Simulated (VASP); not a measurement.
# TaSi2 (P6_422) in VASP: a series of runs

The runs below take TaSi2 through relaxation of shape and atoms at fixed volume, relaxation of cell and atoms, single point, with PBEsol.

Everything below comes from runs of VASP 6.6.1. Logs are shortened: lines on timing, memory, paths and dates and some standing lists are left out, and cuts for length are marked.

## (1) The cell of the first run

Symmetry: P6_422, No. 181, hexagonal system. The conventional cell has a = 4.926 Å, b = 4.926 Å, c = 6.736 Å, α = 90.00°, β = 90.00°, γ = 120.00°. Ta (site symmetry 222) has 10 Si at 2.68 to 2.91 Å and 4 Ta at 3.33 Å within 3.5 Å. Si (site symmetry 2) has 9 Si at 2.62 to 3.42 Å and 5 Ta at 2.68 to 2.91 Å within 3.5 Å.

## (2) Relaxation of shape and atoms at fixed volume, PBEsol (15.73 Å³/atom)

Input file INCAR:

```
SYSTEM = TaSi2
  PREC = Accurate
  ENCUT = 600
  EDIFF = 1E-6
  ISMEAR = 0
  SIGMA = 0.1
  LREAL = .False.
  LASPH = .True.
  NELM = 100
  ALGO = Normal
  ISIF = 4
  LWAVE = .False.
  LCHARG = .False.
  GGA = PS
  IBRION = 2
  NSW = 50
  EDIFFG = -0.01
```

Input file KPOINTS:

```
Automatic mesh
0
Gamma
  12 12 6
  0 0 0
```

Input file POSCAR:

```
TaSi2
1.0
    4.9263391856      0.0000000000      0.0000000000
   -2.4631695928      4.2663348824      0.0000000000
    0.0000000000      0.0000000000      6.7357671774
Ta Si
3 6
Direct
    0.5000000000      0.0000000000      0.0000000000
    0.5000000000      0.5000000000      0.6666666667
    0.0000000000      0.5000000000      0.3333333333
    0.1591613373      0.3183226746      0.0000000000
    0.8408386627      0.1591613373      0.6666666667
    0.6816773254      0.8408386627      0.3333333333
    0.8408386627      0.6816773254      0.0000000000
    0.1591613373      0.8408386627      0.6666666667
    0.3183226746      0.1591613373      0.3333333333
```

Potentials or basis: VASP PAW PBE potentials, release 64 (Ta_pv, Si).

Run with:

```sh
> cat potpaw_PBE.64/Ta_pv/POTCAR potpaw_PBE.64/Si/POTCAR > POTCAR
> mpirun -np 1 vasp_std > vasp.out
```

OUTCAR:

```text
SYSTEM = TaSi2
   PREC = Accurate
   ENCUT = 600
   EDIFF = 1E-6
   ISMEAR = 0
   LREAL = .False.
   LASPH = .True.
   NELM = 100
   ISIF = 4
   GGA = PS
   IBRION = 2
   NSW = 50
   EDIFFG = -0.01

 ion  position               nearest neighbor table
   1  0.500  0.000  0.000-   5 2.68   6 2.68   8 2.68   9 2.68   7 2.81   4 2.81   4 2.81   7 2.81
                             4 2.91   7 2.91   2 3.33   2 3.33   3 3.33   3 3.33
   2  0.500  0.500  0.667-   4 2.68   7 2.68   6 2.68   9 2.68   8 2.81   5 2.81   8 2.81   5 2.81
                             8 2.91   5 2.91   1 3.33   1 3.33   3 3.33   3 3.33
   3  0.000  0.500  0.333-   4 2.68   7 2.68   5 2.68   8 2.68   6 2.81   9 2.81   9 2.81   6 2.81
                             6 2.91   9 2.91   1 3.33   1 3.33   2 3.33   2 3.33
   4  0.159  0.318  0.000-   5 2.62   9 2.62   2 2.68   3 2.68   7 2.72   1 2.81   1 2.81   1 2.91
                             7 2.91   7 2.91
   5  0.841  0.159  0.667-   4 2.62   6 2.62   1 2.68   3 2.68   8 2.72   2 2.81   2 2.81   2 2.91
                             8 2.91   8 2.91
   6  0.682  0.841  0.333-   7 2.62   5 2.62   1 2.68   2 2.68   9 2.72   3 2.81   3 2.81   3 2.91
                             9 2.91   9 2.91
   7  0.841  0.682  0.000-   6 2.62   8 2.62   2 2.68   3 2.68   4 2.72   1 2.81   1 2.81   1 2.91
                             4 2.91   4 2.91
   8  0.159  0.841  0.667-   7 2.62   9 2.62   1 2.68   3 2.68   5 2.72   2 2.81   2 2.81   2 2.91
                             5 2.91   5 2.91
   9  0.318  0.159  0.333-   4 2.62   8 2.62   1 2.68   2 2.68   6 2.72   3 2.81   3 2.81   3 2.91
                             6 2.91   6 2.91

  LATTYP: Found a hexagonal cell.
 ALAT       =     4.9263391856
 C/A-ratio  =     1.3672966728

  Lattice vectors:

 A1 = (   4.9263391856,   0.0000000000,   0.0000000000)
 A2 = (  -2.4631695928,   4.2663348824,   0.0000000000)
 A3 = (   0.0000000000,   0.0000000000,   6.7357671774)

Analysis of symmetry for initial positions (statically):
=====================================================================
 Subroutine PRICEL returns:
 Original cell was already a primitive cell.

 Routine SETGRP: Setting up the symmetry group for a
 hexagonal supercell.

 Subroutine GETGRP returns: Found 12 space group operations
 (whereof  4 operations were pure point group operations)
 out of a pool of 24 trial point group operations.

The static configuration has the point symmetry D_2 .
 The point group associated with its full space group is D_6 .

Analysis of symmetry for dynamics (positions and initial velocities):
=====================================================================
 Subroutine PRICEL returns:
 Original cell was already a primitive cell.

 Routine SETGRP: Setting up the symmetry group for a
 hexagonal supercell.

 Subroutine GETGRP returns: Found 12 space group operations
 (whereof  4 operations were pure point group operations)
 out of a pool of 24 trial point group operations.

The dynamic configuration has the point symmetry D_2 .
 The point group associated with its full space group is D_6 .

 Subroutine INISYM returns: Found 12 space group operations
 (whereof  4 operations are pure point group operations),
 and found     1 'primitive' translations

----------------------------------------------------------------------------------------

                                     Primitive cell

  volume of cell :     141.5684

  direct lattice vectors                    reciprocal lattice vectors
     4.926339186  0.000000000  0.000000000     0.202990489  0.117196613  0.000000000
    -2.463169593  4.266334882  0.000000000     0.000000000  0.234393227  0.000000000
     0.000000000  0.000000000  6.735767177     0.000000000  0.000000000  0.148461188

  length of vectors
     4.926339186  4.926339186  6.735767177     0.234393227  0.234393227  0.148461188

  position of ions in fractional coordinates (direct lattice)
     0.500000000  0.000000000  0.000000000
     0.500000000  0.500000000  0.666666667
     1.000000000  0.500000000  0.333333333
     0.159161337  0.318322675  0.000000000
     0.840838663  0.159161337  0.666666667
     0.681677325  0.840838663  0.333333333
     0.840838663  0.681677325  0.000000000
     0.159161337  0.840838663  0.666666667
     0.318322675  0.159161337  0.333333333

  ion indices of the primitive-cell ions
   primitive index   ion index
                 1           1
                 2           2
                 3           3
                 4           4
                 5           5
                 6           6
                 7           7
                 8           8
                 9           9

----------------------------------------------------------------------------------------

 KPOINTS: Automatic mesh

Automatic generation of k-mesh.
 Grid dimensions read from file:
 generate k-points for:   12   12    6

 Generating k-lattice:

  Cartesian coordinates                     Fractional coordinates (reciprocal lattice)
     0.016915874  0.009766384  0.000000000     0.083333333 -0.000000000  0.000000000
     0.000000000  0.019532769  0.000000000     0.000000000  0.083333333  0.000000000
     0.000000000  0.000000000  0.024743531     0.000000000  0.000000000  0.166666667

  Length of vectors
     0.019532769  0.019532769  0.024743531

  Shift w.r.t. Gamma in fractional coordinates (k-lattice)
     0.000000000  0.000000000  0.000000000

 Subroutine IBZKPT returns following result:
 ===========================================

 Found     76 irreducible k-points:

 Following reciprocal coordinates:
            Coordinates               Weight
  0.000000  0.000000  0.000000      1.000000
  0.083333 -0.000000  0.000000      6.000000
  0.166667  0.000000  0.000000      6.000000
  0.250000  0.000000  0.000000      6.000000
  0.333333 -0.000000  0.000000      6.000000
  0.416667 -0.000000  0.000000      6.000000
[... 16 lines left out ...]
  0.250000  0.000000  0.166667     12.000000
  0.333333 -0.000000  0.166667     12.000000
 [... further k-points ...]
   k-points           NKPTS =     76   k-points in BZ     NKDIM =     76   number of bands    NBANDS=     34
   number of dos      NEDOS =    301   number of ions     NIONS =      9
   total plane-waves  NPLWV =  86400
   dimension x,y,z NGX =    40 NGY =   40 NGZ =   54
   dimension x,y,z NGXF=    80 NGYF=   80 NGZF=  108
   ions per type =               3   6
   NGX,Y,Z   is equivalent  to a cutoff of  13.50, 13.50, 13.33 a.u.
   NGXF,Y,Z  is equivalent  to a cutoff of  27.00, 27.00, 26.66 a.u.
 SYSTEM =  TaSi2
   PREC   = accura    normal or accurate (medium, high low for compatibility)
   ISTART =      0    job   : 0-new  1-cont  2-samecut
   ICHARG =      2    charge: 1-file 2-atom 10-const
   ISPIN  =      1    spin polarized calculation?
   LNONCOLLINEAR =      F non collinear calculations
   LSORBIT =      F    spin-orbit coupling
   LASPH  =      T    aspherical Exc in radial PAW
   ENCUT  =  600.0 eV  44.10 Ry    6.64 a.u.   9.84  9.84 13.45*2*pi/ulx,y,z
   NELM   =    100;   NELMIN=  2; NELMDL= -5     # of ELM steps
   EDIFF  = 0.1E-05   stopping-criterion for ELM
   LREAL  =      F    real-space projection
   EDIFFG = -.1E-01   stopping-criterion for IOM
   NSW    =     50    number of steps for IOM
   IBRION =      2    ionic relax: 0-MD 1-quasi-New 2-CG
   NFREE  =      1    steps in history (QN), initial steepest desc. (CG)
   ISIF   =      4    stress and relaxation
   ISYM   =      2    0-nonsym 1-usesym 2-fastsym
   POTIM  = 0.5000    time-step for ionic-motion
   TEBEG  =    0.0;   TEEND  =   0.0 temperature during run
   PSTRESS=    0.0 pullay stress
   NELECT =      57.0000    total number of electrons
   NUPDOWN=      -1.0000    fix difference up-down
   EMIN   =  10.00;   EMAX   =-10.00  energy-range for DOS
   EFERMI =   0.00;   METHOD = LEGACY
   ISMEAR =     0;   SIGMA  =   0.10  broadening in eV -4-tet -1-fermi 0-gaus
   EFERMI_NEDOS =   21; number of points for ismear=-14 and -15
   IALGO  =     38    algorithm
   IMIX   =      4    mixing-type and parameters
     AMIX     =   0.40;   BMIX     =  1.00
     AMIX_MAG =   1.60;   BMIX_MAG =  1.00
  volume/ion in A,a.u.               =      15.73       106.15
  Fermi-wavevector in a.u.,A,eV,Ry     =   1.208865  2.284423 19.882925  1.461354
  Thomas-Fermi vector in A             =   2.344459
   LORBIT       =      0    0 simple, 1 ext, 2 COOP (PROOUT), +10 PAW based schemes
   GGA     = PS    functional components
   LHFCALC =     F    Hartree Fock is set to
   AEXX    =    0.0000 exact exchange contribution
   IVDW    =     0    specifies the selected vdW correction
   LEPSILON=     F    determine dielectric tensor
   LRPA    =     F    only Hartree local field effects (RPA)
 conjugate gradient relaxation of ions
 non-spin polarized calculation
 Gauss-broadening in eV      SIGMA  =   0.10
  energy-cutoff  :      600.00
  volume of cell :      141.57
 maximum number of plane-waves:      4747
 NGX is ok and might be reduce to    40
   NGX = 19   NGY = 19   NGZ = 27

--------------------------------------- Ionic step        1  -------------------------------------------

 number of electron      57.0000000 magnetization

 Free energy of the ion-electron system (eV)
  ---------------------------------------------------
  ext. energy  EPLUGINS =         0.00000000
  ---------------------------------------------------
  free energy    TOTEN  =       -76.71247890 eV

  energy without entropy =      -76.69241577  energy(sigma->0) =      -76.70244734

------------------------ aborting loop because EDIFF is reached ----------------------------------------

  FORCE on cell =-STRESS in cart. coord.  units (eV):
  Direction    XX          YY          ZZ          XY          YZ          ZX
  --------------------------------------------------------------------------------------
  -------------------------------------------------------------------------------------
  Total      -12.9169462    -12.9169462    -14.0151831      0.0000000     -0.0000000      0.0000000
  in kB     -146.1854383   -146.1854383   -158.6145560      0.0000000     -0.0000000      0.0000000
  external PRESSURE =    -150.3284775 kB  Pullay stress =       0.0000000 kB
[... 71 lines left out ...]
  energy  without entropy=      -76.6945281327  energy(sigma->0) =      -76.70438125

--------------------------------------- Ionic step        3  -------------------------------------------

 number of electron      57.0000000 magnetization

 Free energy of the ion-electron system (eV)
  ---------------------------------------------------
  ext. energy  EPLUGINS =         0.00000000
  ---------------------------------------------------
  free energy    TOTEN  =       -76.71430371 eV

  energy without entropy =      -76.69454062  energy(sigma->0) =      -76.70442217

 E-fermi :   8.3420     XC(G=0): -11.7743

 val. band max:        8.3129741777   @ k =   0.5000   0.0000   0.0000
 cond. band min:       8.3509219515   @ k =   0.1667   0.1667   0.5000
 fundamental gap:      0.0379477738
 Fermi energy:         8.3419681870

 k-point     1 :       0.0000    0.0000    0.0000
  band No.  band energies     occupation
      1     -26.1968      2.00000
      2     -26.1812      2.00000
      3     -26.1812      2.00000
      4     -26.1329      2.00000
      5     -26.1329      2.00000
      6     -26.0657      2.00000
[... 877 lines left out ...]
     33      10.5316      0.00000
     34      10.7991      0.00000

 [... further k-points ...]
[... 5 lines left out ...]
  --------------------------------------------------------------------------------------
  -------------------------------------------------------------------------------------
  Total      -13.1778336    -13.1778336    -13.1694316      0.0000000     -0.0000000      0.0000000
  in kB     -149.1379892   -149.1379892   -149.0429009      0.0000000     -0.0000000      0.0000000
  external PRESSURE =    -149.1062931 kB  Pullay stress =       0.0000000 kB
[... 24 lines left out ...]
  FREE ENERGIE OF THE ION-ELECTRON SYSTEM (eV)
  ---------------------------------------------------
  free  energy   TOTEN  =       -76.7143037144 eV

  energy  without entropy=      -76.6945406214  energy(sigma->0) =      -76.70442217

 reached required accuracy - stopping structural energy minimisation
```

Run time: 23 min. Hardware: 1 thread of Intel Xeon 8259CL, shared host; peak memory 0.54 GiB.

Results:

| Property | Result |
| --- | --- |
| Free energy | -76.7143 eV |
| Energy gained by relaxing | 0.2 meV/atom |
| Ionic steps | 3 |
| Pressure after relaxing | -14.9 GPa |
| Largest force after relaxing | 0.004 eV/Å |
| Band gap on the k mesh | zero (an odd number of electrons rules out a gap without spin polarisation) |

Forces on the atoms (eV/Å):
```
Ta   0.000  0.000  0.000
Ta   0.000  0.000  0.000
Ta   0.000  0.000  0.000
Si   0.000 -0.004  0.000
Si   0.003 -0.002  0.000
Si   0.003  0.002  0.000
Si   0.000  0.004  0.000
Si  -0.003  0.002  0.000
Si  -0.003 -0.002  0.000
```

The path:
| step | energy change (eV) | largest force (eV/Å) | pressure (GPa) | volume (Å³) |
| --- | --- | --- | --- | --- |
| 1 | 0.0000 | 0.0106 | -15.03 | 141.57 |
| 2 | -0.0018 | 0.0067 | -14.88 | 141.57 |
| 3 | -0.0018 | 0.0040 | -14.91 | 141.57 |

Final structure:
```xyz
9
Lattice="4.9344 0.0000 0.0000 -2.4672 4.2734 0.0000 0.0000 0.0000 6.7136" Properties=species:S:1:pos:R:3 pbc="T T T"
Ta    2.4672    0.0000    0.0000
Ta    1.2336    2.1367    4.4758
Ta   -1.2336    2.1367    2.2379
Si    0.0000    1.3607    0.0000
Si    3.7560    0.6804    4.4758
Si    1.2888    3.5930    2.2379
Si    2.4672    2.9126    0.0000
Si   -1.2888    3.5930    4.4758
Si    1.1784    0.6804    2.2379
```

Levels at points of the mesh, in eV from the Fermi level:
```tsv
k point	band 25	band 26	band 27	band 28	band 29	band 30	band 31	band 32	band 33	band 34
(0.00, 0.00, 0.00)	-2.27	-2.27	-2.05	-2.05	-1.49	0.72	2.65	2.65	2.92	3.18
(0.50, 0.00, 0.00)	-1.91	-1.00	-0.63	-0.07	-0.03	0.81	1.02	1.34	1.82	2.10
(0.00, 0.00, 0.50)	-2.10	-1.96	-1.78	-1.78	1.10	1.10	2.24	2.24	2.95	3.28
(0.50, 0.00, 0.50)	-1.88	-1.87	-1.74	-0.63	-0.34	1.36	1.69	2.23	2.28	2.31
```

Caveat: the PAW data sets were made with another functional, which shifts forces and pressure a little; spin-orbit coupling is left out, which moves the levels of the heavy elements; an odd number of electrons without spin polarisation forces a metal; a magnetic or distorted state may lie lower.

(Continued in part 2 of 2.)

The gap in the log of VASP goes by the Fermi energy; the results here count the filled bands.